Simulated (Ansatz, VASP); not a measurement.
**Ca in VASP and in Ansatz**

Contents of INCAR:

```
PREC = Accurate
ENCUT = 520
EDIFF = 1E-6
ISMEAR = -1
SIGMA = 0.08
LREAL = F
LASPH = T
NELM = 100
ALGO = Normal
ISIF = 2
LWAVE = F
LCHARG = F
GGA = PE
NBANDS = 28
```

File KPOINTS:

```
Automatic mesh
0
Gamma
  10 10 3
```

The input POSCAR:

```
Ca
1.0
    3.5858274088      0.0000000000      0.0000000000
   -1.7929137044      3.1054176296      0.0000000000
    0.0000000000      0.0000000000     11.8549743943
Ca
4
Direct
    0.0000000000      0.0000000000      0.0000000000
    0.0000000000      0.0000000000      0.5000000000
    0.3333333333      0.6666666667      0.2500000000
    0.6666666667      0.3333333333      0.7500000000
```

Input for Ansatz:

```yaml
crystal:
  lattice:
    - [3.5858274088, 0.0, 0.0]
    - [-1.7929137044, 3.1054176296, 0.0]
    - [0.0, 0.0, 11.8549743943]
  atoms:
    - { symbol: Ca, position: [0.0, 0.0, 0.0] }
    - { symbol: Ca, position: [0.0, 0.0, 0.5] }
    - { symbol: Ca, position: [0.3333333333, 0.6666666667, 0.25] }
    - { symbol: Ca, position: [0.6666666667, 0.3333333333, 0.75] }
kpoints:
  mp_grid: { grid: [10, 10, 3] }
scf:
  occupations: { method: fermi_dirac, width: 0.08 }
hamiltonian:
  xc: pbe
  pseudopotentials: { kind: paw }
output:
  forces: true
  stress: true
  eigenvalues: true
  populations: true
  write_density: true
  write_potential: true
  elf: true
  volumetric_format: npy
```

Change from the starting cell: volume scaled by 0.78, PAW files.

Alike in both runs: task single point; functional PBE; k mesh 10 × 10 × 3; occupations fermi-dirac, width 0.08 eV; no spin polarisation.

```csv
,VASP,Ansatz
version,VASP 6.6.1,Ansatz 0.2.0
potentials or method,"VASP PAW PBE potentials, release 64 (Ca_sv)","PAW with Ansatz's default frozen-core files, scalar-relativistic"
plane-wave cutoff (eV),520,420
valence electrons in the cell,40,40
```

```tsv
	VASP	Ansatz	Ansatz less VASP
pressure (GPa)	6.4	6.4	-0.02
traceless stress, the component that is largest in VASP (GPa)	0.06	0.07	+0.005
```

With one functional, cell and mesh, what is left measures potentials, basis and numerics.
